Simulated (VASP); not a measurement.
# Cu (I4/mmm) in VASP: a series of runs

Aim: see how the results for Cu move with the level of theory and the settings. Levels: LDA, r2SCAN. Tasks: single point, relaxation of cell and atoms.

All numbers are computed with VASP 6.6.1; they aren't measurements. Logs are shortened: lines on timing, memory, paths and dates and some standing lists are left out, and cuts for length are marked.

## (1) The cell of the first run

It takes space group I4/mmm (No. 139, tetragonal). Conventional cell: a = 2.855 Å, b = 2.855 Å, c = 2.682 Å, α = 90.00°, β = 90.00°, γ = 90.00°. Within 3.2 Å of Cu (site symmetry 4/mmm) lie 14 Cu at 2.42 to 2.86 Å.

## (2) Single point, LDA

INCAR reads:

```
SYSTEM = Cu
PREC = Accurate
ENCUT = 820
EDIFF = 1E-6
ISMEAR = 0
SIGMA = 0.1
LREAL = .False.
LASPH = .True.
NELM = 120
ALGO = Normal
ISIF = 2
LWAVE = .False.
LCHARG = .False.
GGA = CA
NBANDS = 16
GGA_COMPAT = .False.
```

KPOINTS reads:

```
Automatic mesh
0
Gamma
  20 20 20
  0 0 0
```

POSCAR reads:

```
Cu
1.0
   -1.4275050585      1.4275050585      1.3411793226
    1.4275050585     -1.4275050585      1.3411793226
    1.4275050585      1.4275050585     -1.3411793226
Cu
1
Direct
    0.0000000000      0.0000000000      0.0000000000
```

Potentials or basis: VASP PAW LDA potentials, release 64 (Cu_sv_GW).

Launch:

```sh
> cat potpaw_LDA.64/Cu_sv_GW/POTCAR > POTCAR
> mpirun -np 1 vasp_std > vasp.out
```

OUTCAR:

```text
SYSTEM = Cu
   PREC = Accurate
   ENCUT = 820
   EDIFF = 1E-6
   ISMEAR = 0
   LREAL = .False.
   LASPH = .True.
   NELM = 120
   ISIF = 2
   GGA = CA

 ion  position               nearest neighbor table
   1  0.000  0.000  0.000-

  LATTYP: Found a body centered tetragonal cell.
 ALAT       =     2.8550101170
 C/A-ratio  =     0.9395268441

  Lattice vectors:

 A1 = (  -1.4275050585,   1.4275050585,   1.3411793226)
 A2 = (   1.4275050585,  -1.4275050585,   1.3411793226)
 A3 = (   1.4275050585,   1.4275050585,  -1.3411793226)

Analysis of symmetry for initial positions (statically):
=====================================================================
 Subroutine PRICEL returns:
 Original cell was already a primitive cell.

 Routine SETGRP: Setting up the symmetry group for a
 body centered tetragonal supercell.

 Subroutine GETGRP returns: Found 16 space group operations
 (whereof 16 operations were pure point group operations)
 out of a pool of 16 trial point group operations.

The static configuration has the point symmetry D_4h.

Analysis of symmetry for dynamics (positions and initial velocities):
=====================================================================
 Subroutine PRICEL returns:
 Original cell was already a primitive cell.

 Routine SETGRP: Setting up the symmetry group for a
 body centered tetragonal supercell.

 Subroutine GETGRP returns: Found 16 space group operations
 (whereof 16 operations were pure point group operations)
 out of a pool of 16 trial point group operations.

The dynamic configuration has the point symmetry D_4h.

 Subroutine INISYM returns: Found 16 space group operations
 (whereof 16 operations are pure point group operations),
 and found     1 'primitive' translations

----------------------------------------------------------------------------------------

                                     Primitive cell

  volume of cell :      10.9321

  direct lattice vectors                    reciprocal lattice vectors
    -1.427505058  1.427505058  1.341179323     0.000000000  0.350261456  0.372806225
     1.427505058 -1.427505058  1.341179323     0.350261456  0.000000000  0.372806225
     1.427505058  1.427505058 -1.341179323     0.350261456  0.350261456  0.000000000

  length of vectors
     2.423696218  2.423696218  2.423696218     0.511534523  0.511534523  0.495344501

  position of ions in fractional coordinates (direct lattice)
     0.000000000  0.000000000  0.000000000

  ion indices of the primitive-cell ions
   primitive index   ion index
                 1           1

----------------------------------------------------------------------------------------

 KPOINTS: Automatic mesh

Automatic generation of k-mesh.
 Grid dimensions read from file:
 generate k-points for:   20   20   20

 Generating k-lattice:

  Cartesian coordinates                     Fractional coordinates (reciprocal lattice)
     0.000000000  0.017513073  0.018640311     0.050000000  0.000000000  0.000000000
     0.017513073  0.000000000  0.018640311     0.000000000  0.050000000  0.000000000
     0.017513073  0.017513073  0.000000000     0.000000000  0.000000000  0.050000000

  Length of vectors
     0.025576726  0.025576726  0.024767225

  Shift w.r.t. Gamma in fractional coordinates (k-lattice)
     0.000000000  0.000000000  0.000000000

 Subroutine IBZKPT returns following result:
 ===========================================

 Found    641 irreducible k-points:

 Following reciprocal coordinates:
            Coordinates               Weight
  0.000000  0.000000  0.000000      1.000000
  0.050000 -0.000000  0.000000      8.000000
  0.100000 -0.000000  0.000000      8.000000
  0.150000 -0.000000  0.000000      8.000000
  0.200000 -0.000000  0.000000      8.000000
  0.250000 -0.000000  0.000000      8.000000
[... 16 lines left out ...]
 -0.400000  0.050000 -0.000000     16.000000
 -0.350000  0.050000  0.000000     16.000000
 [... further k-points ...]
   k-points           NKPTS =    641   k-points in BZ     NKDIM =    641   number of bands    NBANDS=     16
   number of dos      NEDOS =    301   number of ions     NIONS =      1
   total plane-waves  NPLWV =  13824
   dimension x,y,z NGX =    24 NGY =   24 NGZ =   24
   dimension x,y,z NGXF=    48 NGYF=   48 NGZF=   48
   ions per type =               1
   NGX,Y,Z   is equivalent  to a cutoff of  16.46, 16.46, 16.46 a.u.
   NGXF,Y,Z  is equivalent  to a cutoff of  32.92, 32.92, 32.92 a.u.
 SYSTEM =  Cu
   PREC   = accura    normal or accurate (medium, high low for compatibility)
   ISTART =      0    job   : 0-new  1-cont  2-samecut
   ICHARG =      2    charge: 1-file 2-atom 10-const
   ISPIN  =      1    spin polarized calculation?
   LNONCOLLINEAR =      F non collinear calculations
   LSORBIT =      F    spin-orbit coupling
   LASPH  =      T    aspherical Exc in radial PAW
   ENCUT  =  820.0 eV  60.27 Ry    7.76 a.u.   5.66  5.66  5.66*2*pi/ulx,y,z
   NELM   =    120;   NELMIN=  2; NELMDL= -5     # of ELM steps
   EDIFF  = 0.1E-05   stopping-criterion for ELM
   LREAL  =      F    real-space projection
   EDIFFG = 0.1E-04   stopping-criterion for IOM
   NSW    =      0    number of steps for IOM
   IBRION =     -1    ionic relax: 0-MD 1-quasi-New 2-CG
   NFREE  =      0    steps in history (QN), initial steepest desc. (CG)
   ISIF   =      2    stress and relaxation
   ISYM   =      2    0-nonsym 1-usesym 2-fastsym
   POTIM  = 0.5000    time-step for ionic-motion
   TEBEG  =    0.0;   TEEND  =   0.0 temperature during run
   PSTRESS=    0.0 pullay stress
   NELECT =      19.0000    total number of electrons
   NUPDOWN=      -1.0000    fix difference up-down
   EMIN   =  10.00;   EMAX   =-10.00  energy-range for DOS
   EFERMI =   0.00;   METHOD = LEGACY
   ISMEAR =     0;   SIGMA  =   0.10  broadening in eV -4-tet -1-fermi 0-gaus
   EFERMI_NEDOS =   21; number of points for ismear=-14 and -15
   IALGO  =     38    algorithm
   IMIX   =      4    mixing-type and parameters
     AMIX     =   0.40;   BMIX     =  1.00
     AMIX_MAG =   1.60;   BMIX_MAG =  1.00
  volume/ion in A,a.u.               =      10.93        73.77
  Fermi-wavevector in a.u.,A,eV,Ry     =   1.968303  3.719554 52.711925  3.874217
  Thomas-Fermi vector in A             =   2.991575
   LORBIT       =      0    0 simple, 1 ext, 2 COOP (PROOUT), +10 PAW based schemes
   GGA     = CA    functional components
   LHFCALC =     F    Hartree Fock is set to
   AEXX    =    0.0000 exact exchange contribution
   IVDW    =     0    specifies the selected vdW correction
   LEPSILON=     F    determine dielectric tensor
   LRPA    =     F    only Hartree local field effects (RPA)
 non-spin polarized calculation
 Gauss-broadening in eV      SIGMA  =   0.10
  energy-cutoff  :      820.00
  volume of cell :       10.93
 maximum number of plane-waves:       598
   NGX = 11   NGY = 11   NGZ = 11

 number of electron      18.9999994 magnetization

 Free energy of the ion-electron system (eV)
  ---------------------------------------------------
  ext. energy  EPLUGINS =         0.00000000
  ---------------------------------------------------
  free energy    TOTEN  =        -4.81972558 eV

  energy without entropy =       -4.81766864  energy(sigma->0) =       -4.81869711

 E-fermi :   8.2029     XC(G=0): -14.3330

 val. band max:        8.1966935335   @ k =  -0.1500  -0.4000   0.1500
 cond. band min:       8.2075779698   @ k =   0.5000   0.3000   0.0500
 fundamental gap:      0.0108844362
 Fermi energy:         8.2029188298

 k-point     1 :       0.0000    0.0000    0.0000
  band No.  band energies     occupation
      1    -103.5187      2.00000
      2     -61.3959      2.00000
      3     -61.3906      2.00000
      4     -61.3906      2.00000
      5      -1.8220      2.00000
      6       4.6153      2.00000
[... 8 lines left out ...]
     15      37.8172      0.00000
     16      37.9687      0.00000

 k-point     2 :       0.0500   -0.0000    0.0000
  band No.  band energies     occupation
      1    -103.5183      2.00000
      2     -61.3987      2.00000
      3     -61.3921      2.00000
      4     -61.3920      2.00000
      5      -1.7174      2.00000
      6       4.6255      2.00000
[... 8 lines left out ...]
     15      36.8626      0.00000
     16      37.3070      0.00000

 k-point     3 :       0.1000   -0.0000    0.0000
  band No.  band energies     occupation
      1    -103.5166      2.00000
      2     -61.4091      2.00000
      3     -61.3962      2.00000
      4     -61.3932      2.00000
      5      -1.4069      2.00000
      6       4.6178      2.00000
[... 8 lines left out ...]
     15      35.8945      0.00000
     16      37.1034      0.00000

 k-point     4 :       0.1500   -0.0000    0.0000
  band No.  band energies     occupation
      1    -103.5140      2.00000
      2     -61.4261      2.00000
      3     -61.4026      2.00000
      4     -61.3937      2.00000
      5      -0.9011      2.00000
      6       4.5487      2.00000
[... 8 lines left out ...]
     15      35.0618      0.00000
     16      37.5200      0.00000

 k-point     5 :       0.2000   -0.0000    0.0000
  band No.  band energies     occupation
      1    -103.5105      2.00000
      2     -61.4474      2.00000
      3     -61.4105      2.00000
      4     -61.3942      2.00000
      5      -0.2226      2.00000
      6       4.4357      2.00000
[... 8 lines left out ...]
     15      34.4215      0.00000
     16      38.2743      0.00000

 k-point     6 :       0.2500   -0.0000    0.0000
  band No.  band energies     occupation
      1    -103.5067      2.00000
      2     -61.4711      2.00000
      3     -61.4193      2.00000
      4     -61.3946      2.00000
      5       0.5823      2.00000
      6       4.3034      2.00000
[... 8 lines left out ...]
     15      33.9616      0.00000
     16      39.2525      0.00000

 k-point     7 :       0.3000   -0.0000    0.0000
  band No.  band energies     occupation
      1    -103.5030      2.00000
      2     -61.4949      2.00000
      3     -61.4281      2.00000
      4     -61.3950      2.00000
      5       1.4152      2.00000
      6       4.1701      2.00000
[... 8 lines left out ...]
     15      33.6532      0.00000
     16      40.3656      0.00000

 k-point     8 :       0.3500    0.0000    0.0000
  band No.  band energies     occupation
      1    -103.4996      2.00000
      2     -61.5163      2.00000
      3     -61.4362      2.00000
      4     -61.3954      2.00000
      5       2.0962      2.00000
      6       4.0504      2.00000
[... 8 lines left out ...]
     15      33.4635      0.00000
     16      41.4841      0.00000

 k-point     9 :       0.4000    0.0000    0.0000
  band No.  band energies     occupation
      1    -103.4968      2.00000
      2     -61.5330      2.00000
      3     -61.4423      2.00000
      4     -61.3956      2.00000
      5       2.4772      2.00000
      6       3.9561      2.00000
[... 8 lines left out ...]
     15      33.3589      0.00000
     16      42.4097      0.00000
[... 172 lines left out ...]
 k-point    19 :       0.4000    0.0500    0.0000
  band No.  band energies     occupation
      1    -103.4956      2.00000
      2     -61.5387      2.00000
      3     -61.4453      2.00000
      4     -61.3974      2.00000
      5       2.6216      2.00000
      6       3.9284      2.00000
[... 8 lines left out ...]
     15      33.8735      0.00000
     16      41.4945      0.00000

 k-point    20 :       0.4500    0.0500    0.0000
  band No.  band energies     occupation
      1    -103.4945      2.00000
      2     -61.5458      2.00000
      3     -61.4482      2.00000
      4     -61.3974      2.00000
      5       2.6932      2.00000
      6       3.8894      2.00000
[... 8 lines left out ...]
     15      33.8817      0.00000
     16      42.3118      0.00000

 k-point    21 :       0.5000    0.0500    0.0000
  band No.  band energies     occupation
      1    -103.4946      2.00000
      2     -61.5455      2.00000
      3     -61.4484      2.00000
      4     -61.3973      2.00000
      5       2.6909      2.00000
      6       3.8908      2.00000
[... 8 lines left out ...]
     15      33.9327      0.00000
     16      42.9551      0.00000

 k-point    22 :      -0.4500    0.0500   -0.0000
  band No.  band energies     occupation
      1    -103.4957      2.00000
      2     -61.5379      2.00000
      3     -61.4455      2.00000
      4     -61.3970      2.00000
      5       2.6125      2.00000
      6       3.9324      2.00000
[... 8 lines left out ...]
     15      34.0300      0.00000
     16      43.3482      0.00000

 k-point    23 :      -0.4000    0.0500   -0.0000
  band No.  band energies     occupation
      1    -103.4980      2.00000
      2     -61.5242      2.00000
      3     -61.4402      2.00000
      4     -61.3967      2.00000
      5       2.3660      2.00000
      6       4.0101      2.00000
[... 8 lines left out ...]
     15      34.1931      0.00000
     16      43.3084      0.00000

 k-point    24 :      -0.3500    0.0500    0.0000
  band No.  band energies     occupation
      1    -103.5011      2.00000
      2     -61.5053      2.00000
      3     -61.4328      2.00000
      4     -61.3963      2.00000
      5       1.8254      2.00000
      6       4.1168      2.00000
[... 8 lines left out ...]
     15      34.4536      0.00000
     16      41.6540      0.00000

 [... further k-points ...]

------------------------ aborting loop because EDIFF is reached ----------------------------------------

  FORCE on cell =-STRESS in cart. coord.  units (eV):
  Direction    XX          YY          ZZ          XY          YZ          ZX
  --------------------------------------------------------------------------------------
  -------------------------------------------------------------------------------------
  Total       -0.0531798     -0.0531798     -0.0557072      0.0000000      0.0000000      0.0000000
  in kB       -7.7939086     -7.7939086     -8.1643148      0.0000000      0.0000000      0.0000000
  external PRESSURE =      -7.9173773 kB  Pullay stress =       0.0000000 kB

 VOLUME and BASIS-vectors are now :
 -----------------------------------------------------------------------------
  energy-cutoff  :      820.00
  volume of cell :       10.93
      direct lattice vectors                 reciprocal lattice vectors
    -1.427505058  1.427505058  1.341179323     0.000000000  0.350261456  0.372806225
     1.427505058 -1.427505058  1.341179323     0.350261456  0.000000000  0.372806225
     1.427505058  1.427505058 -1.341179323     0.350261456  0.350261456  0.000000000

 POSITION                                       TOTAL-FORCE (eV/Angst)
 -----------------------------------------------------------------------------------
      0.00000      0.00000      0.00000        -0.000000     -0.000000      0.000000
 -----------------------------------------------------------------------------------
    total drift:                               -0.000000      0.000000      0.000000

  FREE ENERGIE OF THE ION-ELECTRON SYSTEM (eV)
  ---------------------------------------------------
  free  energy   TOTEN  =        -4.8197255759 eV

  energy  without entropy=       -4.8176686419  energy(sigma->0) =       -4.81869711
```

Run time: 2.4 min. Hardware: 1 thread of AMD EPYC 7R13 (Zen 3), shared host; peak memory 0.33 GiB.

Results:

* Free energy: -4.8197 eV
* Pressure: -0.8 GPa
* Band gap on the k mesh: zero (an odd number of electrons rules out a gap without spin polarisation)

## (3) Relaxation of cell and atoms, r2SCAN

This run uses another cell than the first one, of 11.46 Å³/atom.

POSCAR reads:

```
Cu
1.0
   -1.4427933200      1.4427933200      1.3760814500
    1.4427933200     -1.4427933200      1.3760814500
    1.4427933200      1.4427933200     -1.3760814500
Cu
1
Direct
    0.0000000000      0.0000000000      0.0000000000
```

INCAR.step1 reads:

```
PREC = Accurate ; ENCUT = 600
ISMEAR = 0 ; SIGMA = 0.1
LREAL = F ; LASPH = T
NELM = 100 ; GGA = PE
ALGO = Normal ; EDIFF = 1E-4
LWAVE = T ; LCHARG = F
```

INCAR.step2 reads:

```
PREC = Accurate ; ENCUT = 600
EDIFF = 1E-6 ; ISMEAR = 0
SIGMA = 0.1 ; LREAL = F
LASPH = T ; NELM = 100
ALGO = Normal ; ISIF = 3
LWAVE = F ; LCHARG = F
METAGGA = R2SCAN ; LMIXTAU = T
IBRION = 2 ; NSW = 80
EDIFFG = -0.01 ; ISTART = 1
```

KPOINTS reads:

```
Automatic mesh
0
Gamma
  20 20 20
```

Potentials or basis: VASP PAW PBE potentials, release 64 (Cu).

Launch:

```sh
> cat potpaw_PBE.64/Cu/POTCAR > POTCAR
> cp INCAR.step1 INCAR
> mpirun -np 1 vasp_std > vasp.out
> cp INCAR.step2 INCAR
> mpirun -np 1 vasp_std > vasp.out
```

Run time: 22 min. Hardware: 1 thread of AMD EPYC 9755, shared host; peak memory 0.17 GiB.

The run converged. Its results:

* Free energy: -10.7903 eV
* Relaxed volume: 11.54 Å³/atom
* Relaxed cell: a = 2.467 Å, b = 2.467 Å, c = 2.467 Å, α = 108.12°, β = 108.12°, γ = 112.22°
* Space group after relaxing (to 0.1 Å): I4/mmm (No. 139)
* Energy gained by relaxing: 0.3 meV/atom
* Ionic steps: 7
* Pressure after relaxing: 0.0 GPa
* Band gap on the k mesh: zero (an odd number of electrons rules out a gap without spin polarisation)

Stress tensor (GPa, compression positive):
```
 0.03  0.00  0.00
 0.00  0.03  0.00
 0.00  0.00 -0.13
```

Step by step:
```tsv
step	energy change (eV)	largest force (eV/Å)	pressure (GPa)	volume (Å³)
1	0.0000	0.0000	0.99	11.46
2	-0.0002	0.0000	-0.91	11.58
3	-0.0003	0.0000	-0.08	11.54
4	-0.0003	0.0000	0.48	11.53
5	-0.0003	0.0000	0.00	11.54
6	-0.0003	0.0000	-0.07	11.54
7	-0.0003	0.0000	-0.03	11.54
```

Final structure:
```cif
data_structure
_symmetry_space_group_name_H-M 'P 1'
_symmetry_Int_Tables_number 1
_cell_length_a 2.4668
_cell_length_b 2.4668
_cell_length_c 2.4668
_cell_angle_alpha 108.115
_cell_angle_beta 108.115
_cell_angle_gamma 112.219
_cell_volume 11.54
loop_
_atom_site_label
_atom_site_type_symbol
_atom_site_fract_x
_atom_site_fract_y
_atom_site_fract_z
_atom_site_occupancy
Cu1 Cu 0.00000 0.00000 0.00000 1
```

Levels at points of the mesh, in eV from the Fermi level:
| k point | band 4 | band 5 | band 6 | band 7 | band 8 | band 9 |
| --- | --- | --- | --- | --- | --- | --- |
| (0.00, 0.00, 0.00) | -3.21 | -2.37 | -2.15 | 25.73 | 25.73 | 27.17 |
| (0.50, 0.00, 0.00) | -2.03 | -1.45 | -0.52 | 4.93 | 18.04 | 18.28 |
| (0.50, 0.50, 0.00) | -2.19 | -1.49 | -0.94 | 4.34 | 19.42 | 19.88 |
| (0.50, 0.50, 0.50) | -1.66 | -1.60 | 8.10 | 8.10 | 10.19 | 13.63 |

Caveat: the PAW data sets were made with another functional, which shifts forces and pressure a little.
